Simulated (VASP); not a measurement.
# Os (P6/mmm) in VASP: a series of runs

Runs on Os. Level: PBE. Tasks: relaxation of cell and atoms, single point.

Everything below comes from runs of VASP 6.6.1. Logs are shortened: lines on timing, memory, paths and dates and some standing lists are left out, and cuts for length are marked.

## Step 1: The cell of the first run

It takes space group P6/mmm (No. 191, hexagonal). The conventional cell has a = 4.191 Å, b = 4.191 Å, c = 2.599 Å, α = 90.00°, β = 90.00°, γ = 120.00°. Os (site symmetry 6/mmm) has 14 Os at 2.60 to 2.75 Å within 3.4 Å. Within 3.2 Å of Os (site symmetry -6m2) lie 11 Os at 2.42 to 2.75 Å.

This isn't the form of Os at room conditions, which is hcp.

## Step 2: Relaxation of cell and atoms, PBE, target pressure 40 GPa, at which the enthalpy is minimised

Contents of INCAR:

```
PREC = Accurate ; ENCUT = 600
EDIFF = 1E-6 ; ISMEAR = -1
SIGMA = 0.1 ; LREAL = False
LASPH = True ; NELM = 80
ALGO = Normal ; ISIF = 3
LWAVE = False ; LCHARG = False
GGA = PE ; IBRION = 2
NSW = 60 ; EDIFFG = -0.005
PSTRESS = 400.0
```

Contents of KPOINTS:

```
Automatic mesh
0
Gamma
  9 9 12
```

Contents of POSCAR:

```
Os
1.0
    4.1911846758      0.0000000000      0.0000000000
   -2.0955923379      3.6296724012      0.0000000000
    0.0000000000      0.0000000000      2.5985344990
Os
3
Direct
    0.0000000000      0.0000000000      0.0000000000
    0.3333333333      0.6666666667      0.5000000000
    0.6666666667      0.3333333333      0.5000000000
```

Potentials or basis: VASP PAW PBE potentials, release 64 (Os).

Command:

```console
> cat potpaw_PBE.64/Os/POTCAR > POTCAR
> mpirun -np 1 vasp_std > vasp.out
```

OUTCAR:

```text
PREC = Accurate
   ENCUT = 600
   EDIFF = 1E-6
   ISMEAR = -1
   LREAL = False
   LASPH = True
   NELM = 80
   ISIF = 3
   GGA = PE
   IBRION = 2
   NSW = 60
   EDIFFG = -0.005
   PSTRESS = 400.0

 ion  position               nearest neighbor table
   1  0.000  0.000  0.000-   2 2.75   3 2.75   2 2.75   3 2.75   3 2.75   3 2.75   2 2.75   2 2.75
                             3 2.75   3 2.75   2 2.75   2 2.75
   2  0.333  0.667  0.500-   3 2.42   3 2.42   3 2.42   1 2.75   1 2.75   1 2.75   1 2.75   1 2.75
                             1 2.75
   3  0.667  0.333  0.500-   2 2.42   2 2.42   2 2.42   1 2.75   1 2.75   1 2.75   1 2.75   1 2.75
                             1 2.75

  LATTYP: Found a hexagonal cell.
 ALAT       =     4.1911846758
 C/A-ratio  =     0.6200000000

  Lattice vectors:

 A1 = (   4.1911846758,   0.0000000000,   0.0000000000)
 A2 = (  -2.0955923379,   3.6296724012,   0.0000000000)
 A3 = (   0.0000000000,   0.0000000000,   2.5985344990)

Analysis of symmetry for initial positions (statically):
=====================================================================
 Subroutine PRICEL returns:
 Original cell was already a primitive cell.

 Routine SETGRP: Setting up the symmetry group for a
 hexagonal supercell.

 Subroutine GETGRP returns: Found 24 space group operations
 (whereof 24 operations were pure point group operations)
 out of a pool of 24 trial point group operations.

The static configuration has the point symmetry D_6h.

Analysis of symmetry for dynamics (positions and initial velocities):
=====================================================================
 Subroutine PRICEL returns:
 Original cell was already a primitive cell.

 Routine SETGRP: Setting up the symmetry group for a
 hexagonal supercell.

 Subroutine GETGRP returns: Found 24 space group operations
 (whereof 24 operations were pure point group operations)
 out of a pool of 24 trial point group operations.

The dynamic configuration has the point symmetry D_6h.

 Subroutine INISYM returns: Found 24 space group operations
 (whereof 24 operations are pure point group operations),
 and found     1 'primitive' translations

----------------------------------------------------------------------------------------

                                     Primitive cell

  volume of cell :      39.5305

  direct lattice vectors                    reciprocal lattice vectors
     4.191184676  0.000000000  0.000000000     0.238596024  0.137753479  0.000000000
    -2.095592338  3.629672401  0.000000000     0.000000000  0.275506958  0.000000000
     0.000000000  0.000000000  2.598534499     0.000000000  0.000000000  0.384832297

  length of vectors
     4.191184676  4.191184676  2.598534499     0.275506958  0.275506958  0.384832297

  position of ions in fractional coordinates (direct lattice)
[... 89 lines left out ...]
   POTIM  = 0.5000    time-step for ionic-motion
   TEBEG  =    0.0;   TEEND  =   0.0 temperature during run
   PSTRESS=  400.0 pullay stress
   NELECT =      24.0000    total number of electrons
   NUPDOWN=      -1.0000    fix difference up-down
   EMIN   =  10.00;   EMAX   =-10.00  energy-range for DOS
   EFERMI =   0.00;   METHOD = LEGACY
   ISMEAR =    -1;   SIGMA  =   0.10  broadening in eV -4-tet -1-fermi 0-gaus
   EFERMI_NEDOS =   21; number of points for ismear=-14 and -15
   IALGO  =     38    algorithm
   IMIX   =      4    mixing-type and parameters
     AMIX     =   0.40;   BMIX     =  1.00
     AMIX_MAG =   1.60;   BMIX_MAG =  1.00
  volume/ion in A,a.u.               =      13.18        88.92
  Fermi-wavevector in a.u.,A,eV,Ry     =   1.386227  2.619589 26.145298  1.921625
  Thomas-Fermi vector in A             =   2.510563
   LORBIT       =      0    0 simple, 1 ext, 2 COOP (PROOUT), +10 PAW based schemes
   GGA     = PE    functional components
   LHFCALC =     F    Hartree Fock is set to
   AEXX    =    0.0000 exact exchange contribution
   IVDW    =     0    specifies the selected vdW correction
   LEPSILON=     F    determine dielectric tensor
   LRPA    =     F    only Hartree local field effects (RPA)
 conjugate gradient relaxation of ions
 non-spin polarized calculation
  energy-cutoff  :      600.00
  volume of cell :       39.53
 maximum number of plane-waves:      1366
 NGX is ok and might be reduce to    36
   NGX = 17   NGY = 17   NGZ = 11

--------------------------------------- Ionic step        1  -------------------------------------------

 number of electron      24.0000000 magnetization

 Free energy of the ion-electron system (eV)
  ---------------------------------------------------
  ext. energy  EPLUGINS =         0.00000000
  ---------------------------------------------------
  free energy    TOTEN  =       -32.07482649 eV

  energy without entropy =      -32.00094033  energy(sigma->0) =      -32.03788341

------------------------ aborting loop because EDIFF is reached ----------------------------------------

  FORCE on cell =-STRESS in cart. coord.  units (eV):
  Direction    XX          YY          ZZ          XY          YZ          ZX
  --------------------------------------------------------------------------------------
  -------------------------------------------------------------------------------------
  Total       12.5119715     12.5119715     13.7408919      0.0000000     -0.0000000     -0.0000000
  in kB      507.1116814    507.1116814    556.9199703      0.0000000     -0.0000000     -0.0000000
  external PRESSURE =     123.7144444 kB  Pullay stress =     400.0000000 kB
[... 26 lines left out ...]
--------------------------------------- Ionic step        2  -------------------------------------------

 number of electron      23.9999997 magnetization

 E-fermi :   8.4509     XC(G=0): -13.5556

 val. band max:        8.4458048495   @ k =   0.2222   0.0000   0.0833
 cond. band min:       8.4661817970   @ k =   0.0000   0.0000   0.2500
 fundamental gap:      0.0203769475
 Fermi energy:         8.4508544058

 k-point     1 :       0.0000    0.0000    0.0000
  band No.  band energies     occupation
      1      -1.9329      2.00000
      2       1.9244      2.00000
      3       4.3965      2.00000
      4       4.5314      2.00000
      5       4.5314      2.00000
      6       4.5815      2.00000
[... 602 lines left out ...]
--------------------------------------- Ionic step        6  -------------------------------------------

 number of electron      23.9999999 magnetization

 Free energy of the ion-electron system (eV)
  ---------------------------------------------------
  ext. energy  EPLUGINS =         0.00000000
  ---------------------------------------------------
  free energy    TOTEN  =       -32.32410703 eV

  energy without entropy =      -32.24740260  energy(sigma->0) =      -32.28575482

 E-fermi :  10.3316     XC(G=0): -14.2588

 val. band max:       10.3226452191   @ k =   0.2222   0.2222   0.2500
 cond. band min:      10.3437825390   @ k =   0.0000   0.0000   0.2500
 fundamental gap:      0.0211373198
 Fermi energy:        10.3315846558

 k-point     1 :       0.0000    0.0000    0.0000
  band No.  band energies     occupation
      1      -1.2141      2.00000
      2       2.5497      2.00000
      3       5.4677      2.00000
      4       5.7531      2.00000
      5       5.7531      2.00000
      6       5.7815      2.00000
[... 481 lines left out ...]
  energy  without entropy=      -32.2474026026  energy(sigma->0) =      -32.28575482

  enthalpy is  TOTEN    =       -22.2409440672 eV   P V=       10.0831629613

 reached required accuracy - stopping structural energy minimisation
```

OSZICAR:

```text
N       E                     dE             d eps       ncg     rms          rms(c)
DAV:   1     0.214746008701E+03    0.21475E+03   -0.12731E+04  2720   0.163E+03
DAV:   2    -0.155966890721E+02   -0.23034E+03   -0.22428E+03  2752   0.522E+02
DAV:   3    -0.334089707037E+02   -0.17812E+02   -0.17321E+02  3904   0.103E+02
[... 53 lines left out ...]
DAV:   2    -0.323251201412E+02    0.31603E-02   -0.62244E-03  3608   0.856E-01    0.192E-01
DAV:   3    -0.323242620491E+02    0.85809E-03   -0.35234E-03  3480   0.414E-01    0.811E-02
DAV:   4    -0.323241135540E+02    0.14850E-03   -0.13278E-03  4008   0.316E-01    0.386E-02
DAV:   5    -0.323241078670E+02    0.56870E-05   -0.68973E-05  3440   0.914E-02    0.996E-03
DAV:   6    -0.323241070285E+02    0.83850E-06   -0.29003E-06  2128   0.161E-02
   6 F= -.22240944E+02 E0= -.22202592E+02  d E =-.145395E-02
```

Wall time 2.3 min (1 thread of Intel Xeon Platinum 8488C (Sapphire Rapids), shared host); peak memory 0.23 GiB.

Results:

```
Free energy                                                : -32.3241 eV
Relaxed volume                                             : 13.46 Å³/atom
Relaxed cell                                               : a = 4.211 Å, b = 4.211 Å, c = 2.631 Å, α = 90.00°, β = 90.00°, γ = 120.00°
Space group after relaxing (to 0.1 Å)                      : P6/mmm (No. 191)
Energy change on relaxing (the run minimises the enthalpy) : -83.1 meV/atom
Ionic steps                                                : 6
Pressure after relaxing                                    : 40.0 GPa
Band gap on the k mesh                                     : zero (bands 12 and 13 overlap by 3.14 eV)
```

The path:
```csv
step,energy change (eV),largest force (eV/Å),pressure (GPa),volume (Å³)
1,0.0000,0.0000,52.37,39.53
2,-0.6036,0.0000,-12.27,45.64
3,-0.2649,0.0000,38.89,40.46
4,-0.2511,0.0000,39.65,40.40
5,-0.2396,0.0000,40.67,40.36
6,-0.2493,0.0000,40.00,40.39
```

Final structure:
```cif
data_structure
_symmetry_space_group_name_H-M 'P 1'
_symmetry_Int_Tables_number 1
_cell_length_a 4.2105
_cell_length_b 4.2105
_cell_length_c 2.6305
_cell_angle_alpha 90.000
_cell_angle_beta 90.000
_cell_angle_gamma 120.000
_cell_volume 40.39
loop_
_atom_site_label
_atom_site_type_symbol
_atom_site_fract_x
_atom_site_fract_y
_atom_site_fract_z
_atom_site_occupancy
Os1 Os 0.00000 0.00000 0.00000 1
Os2 Os 0.33333 0.66667 0.50000 1
Os3 Os 0.66667 0.33333 0.50000 1
```

Caveat: the cell is relaxed towards a set pressure, so the run minimises the enthalpy, not the energy; spin-orbit coupling is left out, which moves the levels of the heavy elements.

## Step 3: Relaxation of cell and atoms, PBE, target pressure 40 GPa, at which the enthalpy is minimised

This run uses another cell than the first one, of 13.44 Å³/atom.

Contents of INCAR:

```
SYSTEM = Os
  ALGO = Normal
  EDIFF = 1E-6
  EDIFFG = -0.005
  ENCUT = 600
  GGA = PE
  IBRION = 2
  ISIF = 3
  ISMEAR = -1
  LASPH = .True.
  LCHARG = .False.
  LREAL = .False.
  LWAVE = .False.
  NELM = 80
  NSW = 32
  PREC = Accurate
  PSTRESS = 400.0
  SIGMA = 0.1
```

Contents of KPOINTS:

```
k-points
0
Gamma
  9 9 12
  0 0 0
```

Contents of POSCAR:

```
Os
1.0
    4.2092752849      0.0000000000      0.0000000000
   -2.1046376424      3.6453393282      0.0000000000
    0.0000000000      0.0000000000      2.6283414944
Os
3
Direct
    0.0000000000      0.0000000000      0.0000000000
    0.3333333333      0.6666666667      0.5000000000
    0.6666666667      0.3333333333      0.5000000000
```

Potentials or basis: VASP PAW PBE potentials, release 64 (Os).

Command:

```console
> cat potpaw_PBE.64/Os/POTCAR > POTCAR
> mpirun -np 1 vasp_std > vasp.out
```

OUTCAR:

```text
SYSTEM = Os
   EDIFF = 1E-6
   EDIFFG = -0.005
   ENCUT = 600
   GGA = PE
   IBRION = 2
   ISIF = 3
   ISMEAR = -1
   LASPH = .True.
   LREAL = .False.
   NELM = 80
   NSW = 32
   PREC = Accurate
   PSTRESS = 400.0

 ion  position               nearest neighbor table
   1  0.000  0.000  0.000-   2 2.76   3 2.76   2 2.76   3 2.76   2 2.76   2 2.76   3 2.76   3 2.76
                             3 2.76   3 2.76   2 2.76   2 2.76
   2  0.333  0.667  0.500-   3 2.43   3 2.43   3 2.43   1 2.76   1 2.76   1 2.76   1 2.76   1 2.76
                             1 2.76
   3  0.667  0.333  0.500-   2 2.43   2 2.43   2 2.43   1 2.76   1 2.76   1 2.76   1 2.76   1 2.76
                             1 2.76

  LATTYP: Found a hexagonal cell.
 ALAT       =     4.2092752849
 C/A-ratio  =     0.6244166315

  Lattice vectors:

 A1 = (   4.2092752849,   0.0000000000,   0.0000000000)
 A2 = (  -2.1046376424,   3.6453393282,   0.0000000000)
[... 459 lines left out ...]

  energy without entropy =      -32.24836612  energy(sigma->0) =      -32.28672075

 E-fermi :  10.3304     XC(G=0): -14.2584

 val. band max:       10.3215459130   @ k =   0.2222   0.2222   0.2500
 cond. band min:      10.3427839862   @ k =   0.0000   0.0000   0.2500
 fundamental gap:      0.0212380732
 Fermi energy:        10.3304459887

 k-point     1 :       0.0000    0.0000    0.0000
  band No.  band energies     occupation
      1      -1.2145      2.00000
      2       2.5494      2.00000
      3       5.4672      2.00000
      4       5.7524      2.00000
      5       5.7524      2.00000
      6       5.7808      2.00000
[... 433 lines left out ...]
      3       2.4709      2.00000
      4       5.0554      2.00000
      5       5.0554      2.00000
      6       5.6830      2.00000
[... 8 lines left out ...]
     15      11.7959      0.00000
     16      12.2735      0.00000

 [... further k-points ...]

------------------------ aborting loop because EDIFF is reached ----------------------------------------

  FORCE on cell =-STRESS in cart. coord.  units (eV):
  Direction    XX          YY          ZZ          XY          YZ          ZX
  --------------------------------------------------------------------------------------
  -------------------------------------------------------------------------------------
  Total       10.0783800     10.0783800     10.0773235      0.0000000      0.0000000     -0.0000000
  in kB      399.7825237    399.7825236    399.7406161      0.0000000      0.0000000     -0.0000000
  external PRESSURE =      -0.2314455 kB  Pullay stress =     400.0000000 kB
[... 22 lines left out ...]
  energy  without entropy=      -32.2483661234  energy(sigma->0) =      -32.28672075

  enthalpy is  TOTEN    =       -22.2412128898 eV   P V=       10.0838624847

 reached required accuracy - stopping structural energy minimisation
```

CONTCAR:

```text
Os
   1.00000000000000
     4.2106012965770132    0.0000000000046284    0.0000000000000000
    -2.1053006482344827    3.6464876879884027   -0.0000000000000000
     0.0000000000000000    0.0000000000000000    2.6306231287352819
  Os
     3
Direct
     0.0000000000000000    0.0000000000000000    0.0000000000000000
     0.3333333332999970    0.6666666667000030    0.5000000000000000
     0.6666666667000030    0.3333333332999970    0.5000000000000000

  0.00000000E+00  0.00000000E+00  0.00000000E+00
  0.00000000E+00  0.00000000E+00  0.00000000E+00
  0.00000000E+00  0.00000000E+00  0.00000000E+00
```

Run time: 2.4 min. Hardware: 1 thread of Intel Xeon Platinum 8488C (Sapphire Rapids), shared host; peak memory 0.21 GiB.

Results:

```yaml
Free_energy: -32.3251 eV
Relaxed_volume: 13.46 Å³/atom
Relaxed_cell: a = 4.211 Å, b = 4.211 Å, c = 2.631 Å, α = 90.00°, β = 90.00°, γ = 120.00°
Space_group_after_relaxing_to_0.1_Å: P6/mmm (No. 191)
Energy_change_on_relaxing_the_run_minimises_the_enthalpy: -5.1 meV/atom
Ionic_steps: 8
Pressure_after_relaxing: 40.0 GPa
Band_gap_on_the_k_mesh: zero (bands 12 and 13 overlap by 3.14 eV)
```

Step by step:
| step | energy change (eV) | largest force (eV/Å) | pressure (GPa) | volume (Å³) |
| --- | --- | --- | --- | --- |
| 1 | 0.0000 | 0.0000 | 40.81 | 40.33 |
| 2 | -0.0941 | 0.0000 | 35.43 | 40.73 |
| 3 | -0.0148 | 0.0000 | 39.98 | 40.39 |
| 4 | -0.0151 | 0.0000 | 39.99 | 40.39 |
| 5 | -0.0557 | 0.0000 | 37.69 | 40.56 |
| 6 | -0.0154 | 0.0000 | 39.95 | 40.39 |
| 7 | -0.0150 | 0.0000 | 40.01 | 40.39 |
| 8 | -0.0152 | 0.0000 | 39.98 | 40.39 |

Final structure:
```cif
data_structure
_symmetry_space_group_name_H-M 'P 1'
_symmetry_Int_Tables_number 1
_cell_length_a 4.2106
_cell_length_b 4.2106
_cell_length_c 2.6306
_cell_angle_alpha 90.000
_cell_angle_beta 90.000
_cell_angle_gamma 120.000
_cell_volume 40.39
loop_
_atom_site_label
_atom_site_type_symbol
_atom_site_fract_x
_atom_site_fract_y
_atom_site_fract_z
_atom_site_occupancy
Os1 Os 0.00000 0.00000 0.00000 1
Os2 Os 0.33333 0.66667 0.50000 1
Os3 Os 0.66667 0.33333 0.50000 1
```

Caveat: the cell is relaxed towards a set pressure, so the run minimises the enthalpy, not the energy; spin-orbit coupling is left out, which moves the levels of the heavy elements.

## Step 4: Single point, PBE

This run uses another cell than the first one, of 13.44 Å³/atom.

Contents of INCAR:

```
PREC = Accurate
ENCUT = 560
EDIFF = 1E-6
ISMEAR = -1
SIGMA = 0.1
LREAL = F
LASPH = T
NELM = 120
ALGO = Normal
ISIF = 2
LWAVE = F
LCHARG = F
GGA = PE
NBANDS = 31
GGA_COMPAT = F
```

Contents of KPOINTS:

```
Automatic mesh
0
Gamma
  9 9 12
```

POSCAR is that of step 3.

Potentials or basis: VASP PAW PBE potentials, release 64 (Os_sv_GW).

Command:

```console
> cat potpaw_PBE.64/Os_sv_GW/POTCAR > POTCAR
> mpirun -np 1 vasp_std > vasp.out
```

Wall time 95 s (1 thread of Intel Xeon Platinum 8259CL at 2.50GHz (Skylake/Cascade Lake), shared host); peak memory 0.22 GiB.

The run converged. Its results:

- Free energy: -35.6332 eV
- Pressure: 38.9 GPa
- Band gap on the k mesh: zero (bands 24 and 25 overlap by 3.13 eV)

Stress tensor (GPa, compression positive):
```
38.98  0.00  0.00
 0.00 38.98  0.00
 0.00  0.00 38.72
```

Levels at points of the mesh, in eV from the Fermi level:
```
           k point  band 22  band 23  band 24  band 25  band 26  band 27
(0.00, 0.00, 0.00)    -2.70    -1.71    -1.71    -1.66    -1.66     2.69
(0.00, 0.00, 0.50)    -2.63     1.11     1.11     2.14     2.14     3.84
```

Caveat: the cell stands under pressure; spin-orbit coupling is left out, which moves the levels of the heavy elements.

## Step 5: Summary

```tsv
task	potentials or basis	cell	cutoff (eV)	gap on the mesh (eV)	pressure (GPa)
relaxation of cell and atoms	VASP PAW PBE potentials, release 64 (Os)	relaxed to 40 GPa from a = 4.191, b = 4.191, c = 2.599 Å, angles 90.0, 90.0, 120.0°, 3 atoms	600	none	40.0
relaxation of cell and atoms	VASP PAW PBE potentials, release 64 (Os)	relaxed to 40 GPa from a = 4.209, b = 4.209, c = 2.628 Å, angles 90.0, 90.0, 120.0°, 3 atoms	600	none	40.0
single point	VASP PAW PBE potentials, release 64 (Os_sv_GW)	a = 4.209, b = 4.209, c = 2.628 Å, angles 90.0, 90.0, 120.0°, 3 atoms	560	none	38.9
```

Alike in all rows: level PBE; no spin polarisation; k mesh 9 × 9 × 12; smearing fermi-dirac 0.1 eV.

Caveats: spin-orbit coupling is left out, which moves the levels of the heavy elements; the cell is relaxed towards a set pressure, so the run minimises the enthalpy, not the energy (at least some runs); the cell stands under pressure (at least some runs).

Absolute energies hang on the potentials; compare differences alone.

The gap in the log of VASP goes by the Fermi energy; the results here count the filled bands.